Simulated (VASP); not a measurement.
# TiB2 (Pm) in VASP: notebook

TiB2 is run at these levels: PBEsol; tasks: single point.

All numbers are computed with VASP 6.6.1; they aren't measurements. Logs are shortened: lines on timing, memory, paths and dates and some standing lists are left out, and cuts for length are marked.

## Step 1: The cell of the first run

It takes space group Pm (No. 6, monoclinic). Conventional cell: a = 3.029 Å, b = 3.228 Å, c = 3.029 Å, α = 90.00°, β = 120.00°, γ = 90.00°. Ti (site symmetry m) has 12 B at 2.37 to 2.39 Å and 6 Ti at 3.03 Å within 3.1 Å. B (site symmetry m) has 3 B at 1.74 to 1.76 Å and 6 Ti at 2.37 to 2.39 Å within 2.4 Å. Within 2.4 Å of B (site symmetry m) lie 3 B at 1.74 to 1.76 Å and 6 Ti at 2.38 Å.

## Step 2: Single point, PBEsol

Input file INCAR:

```
SYSTEM = TiB2
ALGO     = Normal         ! electronic algorithm
EDIFF    = 1E-6           ! SCF threshold, eV
ENCUT    = 520            ! plane-wave cutoff, eV
GGA      = PS             ! functional
ISIF     = 2              ! what is computed and relaxed
ISMEAR   = -1             ! smearing method
LASPH    = .TRUE.         ! aspherical terms in the spheres
LCHARG   = .FALSE.        ! write CHGCAR
LREAL    = .FALSE.        ! projectors in reciprocal space
LWAVE    = .FALSE.        ! write WAVECAR
NBANDS   = 16             ! bands
NELM     = 60             ! most SCF steps
PREC     = Accurate       ! precision mode
SIGMA    = 0.1            ! smearing width, eV
```

Input file KPOINTS:

```
k-points
0
G
  11 11 9
  0 0 0
```

Input file POSCAR:

```
TiB2
1.0
    3.0292000000      0.0000000000      0.0000000000
   -1.5146000000      2.6233640000      0.0000000000
    0.0000000000      0.0000000000      3.2284000000
Ti B
1 2
Direct
    0.0000000000      0.0000000000      0.0000000000
    0.3300321317      0.6666666667      0.5000000000
    0.6666666667      0.3333333333      0.5000000000
```

Potentials or basis: VASP PAW PBE potentials, release 64 (Ti_sv, B).

On the command line:

```console
> cat potpaw_PBE.64/Ti_sv/POTCAR potpaw_PBE.64/B/POTCAR > POTCAR
> mpirun -np 1 vasp_std > vasp.out
```

OUTCAR:

```text
SYSTEM = TiB2
   EDIFF = 1E-6
   ENCUT = 520
   GGA = PS
   ISIF = 2
   ISMEAR = -1
   LASPH = .TRUE.
   LREAL = .FALSE.
   NELM = 60
   PREC = Accurate

 ion  position               nearest neighbor table
   1  0.000  0.000  0.000-   2 2.37   2 2.37   3 2.38   3 2.38   3 2.38   3 2.38   3 2.38   3 2.38
                             2 2.38   2 2.38   2 2.39   2 2.39
   2  0.330  0.667  0.500-   3 1.74   3 1.75   3 1.76   1 2.37   1 2.37   1 2.38   1 2.38   1 2.39
                             1 2.39
   3  0.667  0.333  0.500-   2 1.74   2 1.75   2 1.76   1 2.38   1 2.38   1 2.38   1 2.38   1 2.38
                             1 2.38

  LATTYP: Found a hexagonal cell.
 ALAT       =     3.0292000000
 C/A-ratio  =     1.0657599366

  Lattice vectors:

 A1 = (   3.0292000000,   0.0000000000,   0.0000000000)
 A2 = (  -1.5146000000,   2.6233640000,   0.0000000000)
 A3 = (   0.0000000000,   0.0000000000,   3.2284000000)

Analysis of symmetry for initial positions (statically):
=====================================================================
 Subroutine PRICEL returns:
 Original cell was already a primitive cell.

 Routine SETGRP: Setting up the symmetry group for a
 hexagonal supercell.

 Subroutine GETGRP returns: Found  2 space group operations
 (whereof  2 operations were pure point group operations)
 out of a pool of 24 trial point group operations.

The static configuration has the point symmetry C_1h.

Analysis of symmetry for dynamics (positions and initial velocities):
=====================================================================
 Subroutine PRICEL returns:
 Original cell was already a primitive cell.

 Routine SETGRP: Setting up the symmetry group for a
 hexagonal supercell.

 Subroutine GETGRP returns: Found  2 space group operations
 (whereof  2 operations were pure point group operations)
 out of a pool of 24 trial point group operations.

The dynamic configuration has the point symmetry C_1h.

 Subroutine INISYM returns: Found  2 space group operations
 (whereof  2 operations are pure point group operations),
 and found     1 'primitive' translations

----------------------------------------------------------------------------------------

                                     Primitive cell

  volume of cell :      25.6551

  direct lattice vectors                    reciprocal lattice vectors
     3.029200000  0.000000000  0.000000000     0.330120164  0.190594977  0.000000000
    -1.514600000  2.623364000  0.000000000     0.000000000  0.381189953  0.000000000
     0.000000000  0.000000000  3.228400000     0.000000000  0.000000000  0.309750960

  length of vectors
     3.029200000  3.029199867  3.228400000     0.381189936  0.381189953  0.309750960

  position of ions in fractional coordinates (direct lattice)
     0.000000000  0.000000000  0.000000000
     0.330032132  0.666666667  0.500000000
     0.666666667  0.333333333  0.500000000

  ion indices of the primitive-cell ions
   primitive index   ion index
                 1           1
                 2           2
                 3           3

----------------------------------------------------------------------------------------

 KPOINTS: k-points

Automatic generation of k-mesh.
 Grid dimensions read from file:
 generate k-points for:   11   11    9

 Generating k-lattice:

  Cartesian coordinates                     Fractional coordinates (reciprocal lattice)
     0.030010924  0.017326816  0.000000000     0.090909091  0.000000000  0.000000000
     0.000000000  0.034653632  0.000000000     0.000000000  0.090909091  0.000000000
     0.000000000  0.000000000  0.034416773     0.000000000  0.000000000  0.111111111

  Length of vectors
     0.034653631  0.034653632  0.034416773

  Shift w.r.t. Gamma in fractional coordinates (k-lattice)
     0.000000000  0.000000000  0.000000000

 Subroutine IBZKPT returns following result:
 ===========================================

 Found    305 irreducible k-points:

 Following reciprocal coordinates:
            Coordinates               Weight
  0.000000  0.000000  0.000000      1.000000
  0.090909  0.000000  0.000000      2.000000
  0.000000  0.090909  0.000000      2.000000
 -0.090909  0.090909  0.000000      2.000000
  0.181818 -0.000000  0.000000      2.000000
  0.000000  0.181818  0.000000      2.000000
[... 16 lines left out ...]
 -0.181818  0.272727  0.000000      2.000000
  0.090909  0.181818  0.000000      2.000000
 [... further k-points ...]
   k-points           NKPTS =    305   k-points in BZ     NKDIM =    305   number of bands    NBANDS=     16
   number of dos      NEDOS =    301   number of ions     NIONS =      3
   total plane-waves  NPLWV =  13824
   dimension x,y,z NGX =    24 NGY =   24 NGZ =   24
   dimension x,y,z NGXF=    48 NGYF=   48 NGZF=   48
   ions per type =               1   2
   NGX,Y,Z   is equivalent  to a cutoff of  13.17, 13.17, 12.36 a.u.
   NGXF,Y,Z  is equivalent  to a cutoff of  26.34, 26.34, 24.72 a.u.
 SYSTEM =  TiB2
   PREC   = accura    normal or accurate (medium, high low for compatibility)
   ISTART =      0    job   : 0-new  1-cont  2-samecut
   ICHARG =      2    charge: 1-file 2-atom 10-const
   ISPIN  =      1    spin polarized calculation?
   LNONCOLLINEAR =      F non collinear calculations
   LSORBIT =      F    spin-orbit coupling
   LASPH  =      T    aspherical Exc in radial PAW
   ENCUT  =  520.0 eV  38.22 Ry    6.18 a.u.   5.63  5.63  6.00*2*pi/ulx,y,z
   NELM   =     60;   NELMIN=  2; NELMDL= -5     # of ELM steps
   EDIFF  = 0.1E-05   stopping-criterion for ELM
   LREAL  =      F    real-space projection
   EDIFFG = 0.1E-04   stopping-criterion for IOM
   NSW    =      0    number of steps for IOM
   IBRION =     -1    ionic relax: 0-MD 1-quasi-New 2-CG
   NFREE  =      0    steps in history (QN), initial steepest desc. (CG)
   ISIF   =      2    stress and relaxation
   ISYM   =      2    0-nonsym 1-usesym 2-fastsym
   POTIM  = 0.5000    time-step for ionic-motion
   TEBEG  =    0.0;   TEEND  =   0.0 temperature during run
   PSTRESS=    0.0 pullay stress
   NELECT =      18.0000    total number of electrons
   NUPDOWN=      -1.0000    fix difference up-down
   EMIN   =  10.00;   EMAX   =-10.00  energy-range for DOS
   EFERMI =   0.00;   METHOD = LEGACY
   ISMEAR =    -1;   SIGMA  =   0.10  broadening in eV -4-tet -1-fermi 0-gaus
   EFERMI_NEDOS =   21; number of points for ismear=-14 and -15
   IALGO  =     38    algorithm
   IMIX   =      4    mixing-type and parameters
     AMIX     =   0.40;   BMIX     =  1.00
     AMIX_MAG =   1.60;   BMIX_MAG =  1.00
  volume/ion in A,a.u.               =       8.55        57.71
  Fermi-wavevector in a.u.,A,eV,Ry     =   1.454703  2.748990 28.792123  2.116161
  Thomas-Fermi vector in A             =   2.571823
   LORBIT       =      0    0 simple, 1 ext, 2 COOP (PROOUT), +10 PAW based schemes
   GGA     = PS    functional components
   LHFCALC =     F    Hartree Fock is set to
   AEXX    =    0.0000 exact exchange contribution
   IVDW    =     0    specifies the selected vdW correction
   LEPSILON=     F    determine dielectric tensor
   LRPA    =     F    only Hartree local field effects (RPA)
 non-spin polarized calculation
  energy-cutoff  :      520.00
  volume of cell :       25.66
 maximum number of plane-waves:       721
   NGX = 11   NGY = 11   NGZ = 13

 number of electron      18.0000002 magnetization

 Free energy of the ion-electron system (eV)
  ---------------------------------------------------
  ext. energy  EPLUGINS =         0.00000000
  ---------------------------------------------------
  free energy    TOTEN  =       -25.78794150 eV

  energy without entropy =      -25.77582327  energy(sigma->0) =      -25.78188238

 E-fermi :   9.8682     XC(G=0): -12.8719

 val. band max:        9.8589073712   @ k =  -0.3636   0.1818   0.1111
 cond. band min:       9.8720100394   @ k =  -0.0909   0.0909   0.3333
 fundamental gap:      0.0131026682
 Fermi energy:         9.8682054264

 k-point     1 :       0.0000    0.0000    0.0000
  band No.  band energies     occupation
      1     -46.7958      2.00000
      2     -23.2544      2.00000
      3     -22.9360      2.00000
      4     -22.9333      2.00000
      5      -3.5623      2.00000
      6       7.2729      2.00000
[... 8 lines left out ...]
     15      15.7624      0.00000
     16      16.8854      0.00000

 k-point     2 :       0.0909    0.0000    0.0000
  band No.  band energies     occupation
      1     -46.7914      2.00000
      2     -23.2487      2.00000
      3     -22.9671      2.00000
      4     -22.9434      2.00000
      5      -3.4034      2.00000
      6       6.8283      2.00000
[... 8 lines left out ...]
     15      16.5597      0.00000
     16      17.3973      0.00000

 k-point     3 :       0.0000    0.0909    0.0000
  band No.  band energies     occupation
      1     -46.7914      2.00000
      2     -23.2487      2.00000
      3     -22.9684      2.00000
      4     -22.9422      2.00000
      5      -3.4032      2.00000
      6       6.8582      2.00000
[... 8 lines left out ...]
     15      16.6290      0.00000
     16      17.3876      0.00000

 k-point     4 :      -0.0909    0.0909    0.0000
  band No.  band energies     occupation
      1     -46.7914      2.00000
      2     -23.2487      2.00000
      3     -22.9695      2.00000
      4     -22.9410      2.00000
      5      -3.4030      2.00000
      6       6.8937      2.00000
[... 8 lines left out ...]
     15      16.6678      0.00000
     16      17.3793      0.00000
[... 324 lines left out ...]
 k-point    22 :      -0.2727    0.1818    0.0000
  band No.  band energies     occupation
      1     -46.7695      2.00000
      2     -23.2210      2.00000
      3     -23.1257      2.00000
      4     -22.9864      2.00000
      5      -2.4837      2.00000
      6       5.0055      2.00000
[... 8 lines left out ...]
     15      17.4646      0.00000
     16      18.7905      0.00000

 k-point    23 :      -0.1818    0.2727    0.0000
  band No.  band energies     occupation
      1     -46.7695      2.00000
      2     -23.2210      2.00000
      3     -23.1266      2.00000
      4     -22.9856      2.00000
      5      -2.4828      2.00000
      6       5.0212      2.00000
[... 8 lines left out ...]
     15      17.4500      0.00000
     16      18.8256      0.00000

 k-point    24 :       0.0909    0.1818    0.0000
  band No.  band energies     occupation
      1     -46.7696      2.00000
      2     -23.2211      2.00000
      3     -23.1242      2.00000
      4     -22.9878      2.00000
      5      -2.4853      2.00000
      6       4.9773      2.00000
[... 8 lines left out ...]
     15      17.4800      0.00000
     16      18.7448      0.00000

 [... further k-points ...]

------------------------ aborting loop because EDIFF is reached ----------------------------------------

  FORCE on cell =-STRESS in cart. coord.  units (eV):
  Direction    XX          YY          ZZ          XY          YZ          ZX
  --------------------------------------------------------------------------------------
  -------------------------------------------------------------------------------------
  Total       -0.5921229     -0.5951332     -1.0592073      0.0347550      0.0000000      0.0000000
  in kB      -36.9784428    -37.1664369    -66.1481476      2.1704686      0.0000000      0.0000000
  external PRESSURE =     -46.7643424 kB  Pullay stress =       0.0000000 kB

 VOLUME and BASIS-vectors are now :
 -----------------------------------------------------------------------------
  energy-cutoff  :      520.00
  volume of cell :       25.66
      direct lattice vectors                 reciprocal lattice vectors
     3.029200000  0.000000000  0.000000000     0.330120164  0.190594977  0.000000000
    -1.514600000  2.623364000  0.000000000     0.000000000  0.381189953  0.000000000
     0.000000000  0.000000000  3.228400000     0.000000000  0.000000000  0.309750960

 POSITION                                       TOTAL-FORCE (eV/Angst)
 -----------------------------------------------------------------------------------
      0.00000      0.00000      0.00000        -0.071265      0.000477      0.000000
     -0.01000      1.74891      1.61420         0.195055      0.001890      0.000000
      1.51460      0.87445      1.61420        -0.123790     -0.002367      0.000000
 -----------------------------------------------------------------------------------
    total drift:                               -0.000013     -0.000001      0.000000

  FREE ENERGIE OF THE ION-ELECTRON SYSTEM (eV)
  ---------------------------------------------------
  free  energy   TOTEN  =       -25.7879414950 eV

  energy  without entropy=      -25.7758232702  energy(sigma->0) =      -25.78188238
```

Run time: 39 s. Hardware: 1 thread of Intel Xeon Platinum 8559C (Emerald Rapids), shared host; peak memory 0.23 GiB.

What came out:

```yaml
Free_energy: -25.7879 eV
Pressure: -4.7 GPa
Largest_force: 0.195 eV/Å
Band_gap_on_the_k_mesh: zero (bands 9 and 10 overlap by 0.43 eV)
```

Forces in eV/Å, atoms in the order of the input:
```
Ti  -0.071  0.000  0.000
B    0.195  0.002  0.000
B   -0.124 -0.002  0.000
```

Stress tensor (GPa, compression positive):
```
-3.70  0.22  0.00
 0.22 -3.72  0.00
 0.00  0.00 -6.61
```

Caveat: the cell stands under tension; the PAW data sets were made with another functional, which shifts forces and pressure a little.

## Step 3: Single point, PBEsol

Input file INCAR:

```
PREC = Accurate
ENCUT = 520
EDIFF = 1E-6
ISMEAR = -1
SIGMA = 0.1
LREAL = False
LASPH = True
NELM = 60
ALGO = Normal
ISIF = 2
LWAVE = False
LCHARG = True
GGA = PS
LELF = True
LVHAR = True
NBANDS = 16
```

Input file KPOINTS:

```
regular mesh
0
Gamma
  11 11 9
```

POSCAR: that of step 2 with these lines changed.

```diff
@@ -9,3 +9,3 @@
     0.0000000000      0.0000000000      0.0000000000
-    0.3300321317      0.6666666667      0.5000000000
+    0.3366345350      0.6666666667      0.5000000000
     0.6666666667      0.3333333333      0.5000000000
```

Potentials or basis: VASP PAW PBE potentials, release 64 (Ti_sv, B).

On the command line:

```console
> cat potpaw_PBE.64/Ti_sv/POTCAR potpaw_PBE.64/B/POTCAR > POTCAR
> mpirun -np 1 vasp_std > vasp.out
```

OUTCAR:

```text
PREC = Accurate
   ENCUT = 520
   EDIFF = 1E-6
   ISMEAR = -1
   LREAL = False
   LASPH = True
   NELM = 60
   ISIF = 2
   GGA = PS

 ion  position               nearest neighbor table
   1  0.000  0.000  0.000-   2 2.37   2 2.37   3 2.38   3 2.38   3 2.38   3 2.38   3 2.38   3 2.38
                             2 2.38   2 2.38   2 2.39   2 2.39
   2  0.337  0.667  0.500-   3 1.74   3 1.75   3 1.76   1 2.37   1 2.37   1 2.38   1 2.38   1 2.39
                             1 2.39
   3  0.667  0.333  0.500-   2 1.74   2 1.75   2 1.76   1 2.38   1 2.38   1 2.38   1 2.38   1 2.38
                             1 2.38

[... 653 lines left out ...]
  Direction    XX          YY          ZZ          XY          YZ          ZX
  --------------------------------------------------------------------------------------
  -------------------------------------------------------------------------------------
  Total       -0.5920017     -0.5950126     -1.0590993     -0.0347613      0.0000000      0.0000000
  in kB      -36.9708746    -37.1589025    -66.1414080     -2.1708657      0.0000000      0.0000000
  external PRESSURE =     -46.7570617 kB  Pullay stress =       0.0000000 kB

 VOLUME and BASIS-vectors are now :
 -----------------------------------------------------------------------------
  energy-cutoff  :      520.00
  volume of cell :       25.66
      direct lattice vectors                 reciprocal lattice vectors
     3.029200000  0.000000000  0.000000000     0.330120164  0.190594977  0.000000000
    -1.514600000  2.623364000  0.000000000     0.000000000  0.381189953  0.000000000
     0.000000000  0.000000000  3.228400000     0.000000000  0.000000000  0.309750960

 POSITION                                       TOTAL-FORCE (eV/Angst)
 -----------------------------------------------------------------------------------
      0.00000      0.00000      0.00000         0.071266      0.000478      0.000000
      0.01000      1.74891      1.61420        -0.195056      0.001890      0.000000
      1.51460      0.87445      1.61420         0.123790     -0.002367      0.000000
 -----------------------------------------------------------------------------------
    total drift:                                0.000015      0.000001     -0.000000

  FREE ENERGIE OF THE ION-ELECTRON SYSTEM (eV)
  ---------------------------------------------------
  free  energy   TOTEN  =       -25.7879414979 eV

  energy  without entropy=      -25.7758232568  energy(sigma->0) =      -25.78188238
```

Run time: 44 s. Hardware: 1 thread of Intel Xeon Platinum 8559C (Emerald Rapids), shared host; peak memory 0.23 GiB.

Results:

```yaml
Free_energy: -25.7879 eV
Pressure: -4.7 GPa
Largest_force: 0.195 eV/Å
Band_gap_on_the_k_mesh: zero (bands 9 and 10 overlap by 0.43 eV)
```

Forces on the atoms (eV/Å):
```
Ti   0.071  0.000  0.000
B   -0.195  0.002  0.000
B    0.124 -0.002  0.000
```

Levels at points of the mesh, in eV from the Fermi level:
| k point | band 5 | band 6 | band 7 | band 8 | band 9 | band 10 | band 11 | band 12 | band 13 | band 14 |
| --- | --- | --- | --- | --- | --- | --- | --- | --- | --- | --- |
| (0.00, 0.00, 0.00) | -13.43 | -2.60 | -2.51 | -2.27 | -2.11 | 1.93 | 1.94 | 3.69 | 3.75 | 5.72 |

Caveat: the cell stands under tension; the PAW data sets were made with another functional, which shifts forces and pressure a little.

## Step 4: Single point, PBEsol

Input file INCAR:

```
PREC = Accurate ; ENCUT = 520
EDIFF = 1E-6 ; ISMEAR = -1
SIGMA = 0.1 ; LREAL = False
LASPH = True ; NELM = 60
ALGO = Normal ; ISIF = 2
LWAVE = False ; LCHARG = False
GGA = PS ; NBANDS = 16
```

KPOINTS is that of step 3.

POSCAR: that of step 3 with these lines changed.

```diff
@@ -9,3 +9,3 @@
     0.0000000000      0.0000000000      0.0000000000
-    0.3366345350      0.6666666667      0.5000000000
+    0.3399357366      0.6666666667      0.5000000000
     0.6666666667      0.3333333333      0.5000000000
```

On the command line:

```console
> cat potpaw_PBE.64/Ti_sv/POTCAR potpaw_PBE.64/B/POTCAR > POTCAR
> mpirun -np 1 vasp_std > vasp.out
```

Wall time 42 s (1 thread of Intel Xeon Platinum 8559C (Emerald Rapids), shared host); peak memory 0.24 GiB.

Results (log left out):

```
Free energy            : -25.7850 eV
Pressure               : -4.6 GPa
Largest force          : 0.390 eV/Å
Band gap on the k mesh : zero (bands 9 and 10 overlap by 0.41 eV)
```

Forces on the atoms (eV/Å):
```
Ti   0.142  0.002  0.000
B   -0.390  0.008  0.000
B    0.248 -0.009  0.000
```

Stress tensor (GPa, compression positive):
```
-3.62 -0.44  0.00
-0.44 -3.69  0.00
 0.00  0.00 -6.60
```

Levels at points of the mesh, in eV from the Fermi level:
```
           k point  band 7  band 8  band 9  band 10  band 11  band 12
(0.00, 0.00, 0.00)   -2.47   -2.27   -2.11     1.92     1.94     3.65
```

Caveat: the cell stands under tension; the PAW data sets were made with another functional, which shifts forces and pressure a little.
